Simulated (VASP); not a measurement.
# Si32Au (a cell with a defect) in VASP: single point with PBE

Aim: the single point of Si32Au (a cell with a defect) with PBE.

All numbers are computed with VASP 6.6.1; they aren't measurements. Logs are shortened: lines on timing, memory, paths and dates and some standing lists are left out, and cuts for length are marked.

## Step 1: The cell of the first run

The cell holds a defect, 33 atoms: a = 9.474 Å, b = 9.474 Å, c = 9.474 Å, α = 109.47°, β = 109.47°, γ = 109.47°.

## Step 2: Single point, PBE

The input, INCAR:

```
PREC = Accurate
ENCUT = 520
EDIFF = 1E-6
ISMEAR = 0
SIGMA = 0.02
LREAL = Auto
LASPH = True
NELM = 80
ALGO = Normal
ISIF = 2
LWAVE = False
LCHARG = False
GGA = PE
NBANDS = 92
NELECT = 138.0
```

The input, KPOINTS:

```
Automatic mesh
0
Gamma
  2 2 2
  0.5 0.5 0.5
```

The input, POSCAR:

```
Si32Au
1.0
    5.4700937551     -5.4700937551      5.4700937551
   -5.4700937551     -5.4700937551     -5.4700937551
    5.4700937551      5.4700937551     -5.4700937551
Si Au
32 1
Direct
    0.5002472759     -0.0007381958      0.7486384481
    0.7486696176     -0.0007497129      0.5002055033
    0.7352182942      0.7451007574      0.7352042177
   -0.0000997241      0.0097955359      0.2647005819
   -0.0000473484      0.7484953062      0.4862142440
   -0.0000149906      0.4959356496      0.7458604336
    0.2647791912      0.0098393195     -0.0001164514
    0.2540883323      0.7500161211      0.2540535066
    0.2484183198      0.4989885224      0.4996893330
    0.2513448693      0.2505881181      0.7515603359
    0.4862770400      0.7484846117     -0.0000914061
    0.4997401548      0.4990047012      0.2483866019
    0.5136204471      0.2621632396      0.5135746526
    0.7459211273      0.4959615176     -0.0000516445
    0.7516032968      0.2505841877      0.2512939561
   -0.0000202922      0.2503033881     -0.0000643499
    0.4991108237      0.2481355093      0.7518899463
    0.7519246807      0.2481145773      0.4990522324
    0.7496114662      0.0023888987      0.7495749952
    0.0000064898      0.2527463078      0.2503064045
    0.0000149906      0.0014578361      0.5069610548
    0.0000744960      0.7398199521      0.7274736372
    0.2503587802      0.2527633094     -0.0000308953
    0.2723749476      0.0122031729      0.2723964281
    0.2528262882      0.7490108366      0.5008515617
    0.2480141220      0.4961367431      0.7470765919
    0.5070006337      0.0014447650     -0.0000210234
    0.5008865703      0.7490162296      0.2527791226
    0.4930504157      0.4944827495      0.4930131220
    0.7276046222      0.7398940825      0.0000916803
    0.7471210153      0.4961391196      0.2479636658
    0.0000044789      0.5019402999     -0.0000402187
    0.0000087750     -0.1641927982     -0.0001393029
```

Potentials or basis: VASP PAW PBE potentials, release 64 (Si, Au).

Started as:

```console
$ cat potpaw_PBE.64/Si/POTCAR potpaw_PBE.64/Au/POTCAR > POTCAR
$ mpirun -np 1 vasp_std > vasp.out
```

OUTCAR:

```text
PREC = Accurate
   ENCUT = 520
   EDIFF = 1E-6
   ISMEAR = 0
   LREAL = Auto
   LASPH = True
   NELM = 80
   ISIF = 2
   GGA = PE
   NELECT = 138.0

 ion  position               nearest neighbor table
   1  0.500  0.999  0.749-  19 2.35  17 2.35  27 2.35  25 2.35
   2  0.749  0.999  0.500-  19 2.35  18 2.35  21 2.35  28 2.35
   3  0.735  0.745  0.735-  29 2.32  19 2.35  33 2.50  30 2.55  22 2.55
   4  1.000  0.010  0.265-  21 2.32  20 2.35  33 2.50  30 2.55  24 2.55
   5  1.000  0.748  0.486-  22 2.31  21 2.34  31 2.35  25 2.35
   6  1.000  0.496  0.746-  26 2.35  18 2.35  22 2.37  32 2.39  33 3.32
   7  0.265  0.010  1.000-  27 2.32  23 2.35  33 2.50  22 2.55  24 2.55
   8  0.254  0.750  0.254-  25 2.35  28 2.35  24 2.37  32 2.39  33 3.32
   9  0.248  0.499  0.500-  20 2.35  25 2.35  29 2.35  26 2.35
  10  0.251  0.251  0.752-  23 2.35  26 2.35  21 2.35  17 2.35
  11  0.486  0.748  1.000-  30 2.31  27 2.34  26 2.35  28 2.35
  12  0.500  0.499  0.248-  23 2.35  28 2.35  29 2.35  31 2.35
  13  0.514  0.262  0.514-  24 2.31  29 2.34  17 2.35  18 2.35
  14  0.746  0.496  1.000-  31 2.35  17 2.35  30 2.37  32 2.39  33 3.32
  15  0.752  0.251  0.251-  20 2.35  31 2.35  27 2.35  18 2.35
  16  1.000  0.250  1.000-  20 2.36  19 2.36  23 2.36  32 2.38
  17  0.499  0.248  0.752-  14 2.35  13 2.35   1 2.35  10 2.35
  18  0.752  0.248  0.499-   6 2.35   2 2.35  13 2.35  15 2.35
  19  0.750  0.002  0.750-   2 2.35   1 2.35   3 2.35  16 2.36
  20  0.000  0.253  0.250-  15 2.35   9 2.35   4 2.35  16 2.36
  21  0.000  0.001  0.507-   4 2.32   5 2.34  10 2.35   2 2.35
  22  0.000  0.740  0.727-   5 2.31   6 2.37  33 2.43   7 2.55   3 2.55
  23  0.250  0.253  1.000-  10 2.35  12 2.35   7 2.35  16 2.36
  24  0.272  0.012  0.272-  13 2.31   8 2.37  33 2.43   4 2.55   7 2.55
  25  0.253  0.749  0.501-   8 2.35   5 2.35   9 2.35   1 2.35
  26  0.248  0.496  0.747-   6 2.35  11 2.35  10 2.35   9 2.35
  27  0.507  0.001  1.000-   7 2.32  11 2.34  15 2.35   1 2.35
  28  0.501  0.749  0.253-   8 2.35  11 2.35  12 2.35   2 2.35
  29  0.493  0.494  0.493-   3 2.32  13 2.34   9 2.35  12 2.35
  30  0.728  0.740  0.000-  11 2.31  14 2.37  33 2.43   4 2.55   3 2.55
  31  0.747  0.496  0.248-  14 2.35   5 2.35  15 2.35  12 2.35
  32  0.000  0.502  1.000-  16 2.38   8 2.39  14 2.39   6 2.39  33 3.16
  33  0.000  0.836  1.000-  22 2.43  24 2.43  30 2.43   3 2.50   7 2.50   4 2.50  32 3.16   6 3.32
                            14 3.32   8 3.32

  LATTYP: Found a body centered cubic cell.
 ALAT       =    10.9401875102

  Lattice vectors:

 A1 = (   5.4700937551,  -5.4700937551,   5.4700937551)
 A2 = (  -5.4700937551,  -5.4700937551,  -5.4700937551)
 A3 = (   5.4700937551,   5.4700937551,  -5.4700937551)

Analysis of symmetry for initial positions (statically):
=====================================================================
 Subroutine PRICEL returns:
 Original cell was already a primitive cell.

 Routine SETGRP: Setting up the symmetry group for a
 body centered cubic supercell.

 Subroutine GETGRP returns: Found  1 space group operations
 (whereof  1 operations were pure point group operations)
 out of a pool of 48 trial point group operations.

The static configuration has the point symmetry C_1 .

Analysis of symmetry for dynamics (positions and initial velocities):
=====================================================================
 Subroutine PRICEL returns:
 Original cell was already a primitive cell.

 Routine SETGRP: Setting up the symmetry group for a
 body centered cubic supercell.

 Subroutine GETGRP returns: Found  1 space group operations
 (whereof  1 operations were pure point group operations)
 out of a pool of 48 trial point group operations.

The dynamic configuration has the point symmetry C_1 .

 Subroutine INISYM returns: Found  1 space group operations
 (whereof  1 operations are pure point group operations),
 and found     1 'primitive' translations

----------------------------------------------------------------------------------------

                                     Primitive cell

  volume of cell :     654.7030

  direct lattice vectors                    reciprocal lattice vectors
     5.470093755 -5.470093755  5.470093755     0.091406112 -0.091406112  0.000000000
    -5.470093755 -5.470093755 -5.470093755     0.000000000 -0.091406112 -0.091406112
     5.470093755  5.470093755 -5.470093755     0.091406112  0.000000000 -0.091406112

  length of vectors
     9.474480306  9.474480306  9.474480306     0.129267763  0.129267763  0.129267763

  position of ions in fractional coordinates (direct lattice)
     0.500247276  0.999261804  0.748638448
     0.748669618  0.999250287  0.500205503
     0.735218294  0.745100757  0.735204218
     0.999900276  0.009795536  0.264700582
     0.999952652  0.748495306  0.486214244
     0.999985009  0.495935650  0.745860434
[... 25 lines left out ...]
     0.000004479  0.501940300  0.999959781
     0.000008775  0.835807202  0.999860697

  ion indices of the primitive-cell ions
   primitive index   ion index
                 1           1
                 2           2
                 3           3
                 4           4
                 5           5
                 6           6
[... 25 lines left out ...]
                32          32
                33          33

----------------------------------------------------------------------------------------

 KPOINTS: Automatic mesh

Automatic generation of k-mesh.
 Grid dimensions read from file:
 generate k-points for:    2    2    2

 Generating k-lattice:

  Cartesian coordinates                     Fractional coordinates (reciprocal lattice)
     0.045703056 -0.045703056  0.000000000     0.500000000  0.000000000  0.000000000
     0.000000000 -0.045703056 -0.045703056     0.000000000  0.500000000  0.000000000
     0.045703056  0.000000000 -0.045703056     0.000000000  0.000000000  0.500000000

  Length of vectors
     0.064633881  0.064633881  0.064633881

  Shift w.r.t. Gamma in fractional coordinates (k-lattice)
     0.500000000  0.500000000  0.500000000

 Subroutine IBZKPT returns following result:
 ===========================================

 Found      4 irreducible k-points:

 Following reciprocal coordinates:
            Coordinates               Weight
  0.250000  0.250000  0.250000      2.000000
 -0.250000  0.250000  0.250000      2.000000
  0.250000 -0.250000  0.250000      2.000000
  0.250000  0.250000 -0.250000      2.000000
   k-points           NKPTS =      4   k-points in BZ     NKDIM =      4   number of bands    NBANDS=     92
   number of dos      NEDOS =    301   number of ions     NIONS =     33
   total plane-waves  NPLWV = 343000
   dimension x,y,z NGX =    70 NGY =   70 NGZ =   70
   dimension x,y,z NGXF=   140 NGYF=  140 NGZF=  140
   ions per type =              32   1
   NGX,Y,Z   is equivalent  to a cutoff of  12.28, 12.28, 12.28 a.u.
   NGXF,Y,Z  is equivalent  to a cutoff of  24.57, 24.57, 24.57 a.u.
 SYSTEM =  unknown system
   PREC   = accura    normal or accurate (medium, high low for compatibility)
   ISTART =      0    job   : 0-new  1-cont  2-samecut
   ICHARG =      2    charge: 1-file 2-atom 10-const
   ISPIN  =      1    spin polarized calculation?
   LNONCOLLINEAR =      F non collinear calculations
   LSORBIT =      F    spin-orbit coupling
   LASPH  =      T    aspherical Exc in radial PAW
   ENCUT  =  520.0 eV  38.22 Ry    6.18 a.u.  17.62 17.62 17.62*2*pi/ulx,y,z
   NELM   =     80;   NELMIN=  2; NELMDL= -5     # of ELM steps
   EDIFF  = 0.1E-05   stopping-criterion for ELM
   LREAL  =      T    real-space projection
   EDIFFG = 0.1E-04   stopping-criterion for IOM
   NSW    =      0    number of steps for IOM
   IBRION =     -1    ionic relax: 0-MD 1-quasi-New 2-CG
   NFREE  =      0    steps in history (QN), initial steepest desc. (CG)
   ISIF   =      2    stress and relaxation
   ISYM   =      2    0-nonsym 1-usesym 2-fastsym
   POTIM  = 0.5000    time-step for ionic-motion
   TEBEG  =    0.0;   TEEND  =   0.0 temperature during run
   PSTRESS=    0.0 pullay stress
   NELECT =     138.0000    total number of electrons
   NUPDOWN=      -1.0000    fix difference up-down
   EMIN   =  10.00;   EMAX   =-10.00  energy-range for DOS
   EFERMI =   0.00;   METHOD = LEGACY
   ISMEAR =     0;   SIGMA  =   0.02  broadening in eV -4-tet -1-fermi 0-gaus
   EFERMI_NEDOS =   21; number of points for ismear=-14 and -15
   IALGO  =     38    algorithm
   IMIX   =      4    mixing-type and parameters
     AMIX     =   0.40;   BMIX     =  1.00
     AMIX_MAG =   1.60;   BMIX_MAG =  1.00
  volume/ion in A,a.u.               =      19.84       133.88
  Fermi-wavevector in a.u.,A,eV,Ry     =   0.974286  1.841133 12.915100  0.949233
  Thomas-Fermi vector in A             =   2.104733
   LORBIT       =      0    0 simple, 1 ext, 2 COOP (PROOUT), +10 PAW based schemes
   GGA     = PE    functional components
   LHFCALC =     F    Hartree Fock is set to
   AEXX    =    0.0000 exact exchange contribution
   IVDW    =     0    specifies the selected vdW correction
   LEPSILON=     F    determine dielectric tensor
   LRPA    =     F    only Hartree local field effects (RPA)
 non-spin polarized calculation
 Gauss-broadening in eV      SIGMA  =   0.02
  energy-cutoff  :      520.00
  volume of cell :      654.70
 maximum number of plane-waves:     17628
 NGX is ok and might be reduce to    70
   NGX = 35   NGY = 35   NGZ = 35

 number of electron     138.0000000 magnetization

 Free energy of the ion-electron system (eV)
  ---------------------------------------------------
  ext. energy  EPLUGINS =         0.00000000
  ---------------------------------------------------
  free energy    TOTEN  =      -180.57751518 eV

  energy without entropy =     -180.57751518  energy(sigma->0) =     -180.57751518

 E-fermi :   5.6907     XC(G=0):  -9.4846

 val. band max:        5.5718107184   @ k =   0.2500   0.2500   0.2500
 cond. band min:       6.4528553744   @ k =   0.2500  -0.2500   0.2500
 fundamental gap:      0.8810446561
 Fermi energy:         5.6907435080

 k-point     1 :       0.2500    0.2500    0.2500
  band No.  band energies     occupation
      1      -5.5166      2.00000
      2      -5.1602      2.00000
      3      -5.1598      2.00000
      4      -5.1143      2.00000
      5      -3.6856      2.00000
      6      -3.4926      2.00000
[... 325 lines left out ...]
     80       8.2714      0.00000
     81       8.3365      0.00000
 [bands above 81 left out]

------------------------ aborting loop because EDIFF is reached ----------------------------------------

  FORCE on cell =-STRESS in cart. coord.  units (eV):
  Direction    XX          YY          ZZ          XY          YZ          ZX
  --------------------------------------------------------------------------------------
  -------------------------------------------------------------------------------------
  Total        0.2231555      0.2197930      0.2158723     -1.1872141     -1.1956241     -1.1910025
  in kB        0.5461021      0.5378734      0.5282789     -2.9053290     -2.9259098     -2.9145999
  external PRESSURE =       0.5374181 kB  Pullay stress =       0.0000000 kB

 VOLUME and BASIS-vectors are now :
 -----------------------------------------------------------------------------
  energy-cutoff  :      520.00
  volume of cell :      654.70
      direct lattice vectors                 reciprocal lattice vectors
     5.470093755 -5.470093755  5.470093755     0.091406112 -0.091406112  0.000000000
    -5.470093755 -5.470093755 -5.470093755     0.000000000 -0.091406112 -0.091406112
     5.470093755  5.470093755 -5.470093755     0.091406112  0.000000000 -0.091406112

 POSITION                                       TOTAL-FORCE (eV/Angst)
 -----------------------------------------------------------------------------------
      1.36547     -4.10733     -6.82478        -0.000794      0.001109      0.000867
      1.36547     -6.82511     -4.10687        -0.000910      0.000956      0.000911
      3.96758     -4.07585     -4.07569         0.024029     -0.002005     -0.000830
      6.86390     -4.07519      3.96803        -0.000421     -0.002412      0.023894
      4.03513     -6.90454     -1.28414         0.000434     -0.001148     -0.004340
      6.83712     -4.10290     -1.32273         0.002351      0.002172      0.001561
[... 25 lines left out ...]
      2.72424      2.72419     -8.21551         0.003167      0.003190      0.002918
      0.89744      0.89734    -10.04123        -0.049829     -0.048449     -0.052173
 -----------------------------------------------------------------------------------
    total drift:                               -0.004420     -0.003113     -0.005101

  FREE ENERGIE OF THE ION-ELECTRON SYSTEM (eV)
  ---------------------------------------------------
  free  energy   TOTEN  =      -180.5775151822 eV

  energy  without entropy=     -180.5775151822  energy(sigma->0) =     -180.57751518
```

It took 15 min on 1 thread of Intel Xeon 8259CL, shared host; peak memory 0.75 GiB.

Results:

| Item | Value |
| --- | --- |
| Free energy | -180.5775 eV |
| Largest force | 0.087 eV/Å |

Forces in eV/Å, atoms in the order of the input:
```
Si  -0.001  0.001  0.001
Si  -0.001  0.001  0.001
Si   0.024 -0.002 -0.001
Si   0.000 -0.002  0.024
Si   0.000 -0.001 -0.004
Si   0.002  0.002  0.002
Si   0.000  0.024 -0.002
Si   0.001  0.003  0.002
Si   0.001  0.001 -0.001
Si   0.001 -0.001  0.001
Si   0.001 -0.005 -0.001
Si   0.001 -0.001  0.001
Si  -0.004  0.000  0.000
Si   0.002  0.002  0.002
Si   0.001  0.001 -0.001
Si  -0.004 -0.004 -0.005
Si   0.002  0.000  0.000
Si   0.001  0.001  0.000
Si  -0.007 -0.003 -0.002
Si  -0.003 -0.002 -0.007
Si   0.002  0.002  0.000
Si   0.015  0.018 -0.002
Si  -0.003 -0.007 -0.002
Si  -0.002  0.015  0.017
Si   0.000  0.001  0.001
Si   0.001  0.001  0.000
Si   0.002  0.000  0.002
Si   0.000  0.002  0.000
Si  -0.001  0.002  0.002
Si   0.015 -0.002  0.019
Si   0.001  0.000  0.001
Si   0.003  0.003  0.003
Au  -0.050 -0.048 -0.052
```

Levels at points of the mesh, in eV from the Fermi level:
```tsv
k point	band 67	band 68	band 69	band 70	band 71	band 72
(0.25, 0.25, 0.25)	-0.46	-0.12	-0.12	0.98	1.51	1.66
```

Caveat: the cell carries a net charge on a neutralising background, which shifts energy and pressure; the cell is charged against a uniform background, so pressure and absolute levels hang on convention; spin-orbit coupling is left out, which moves the levels of the heavy elements.
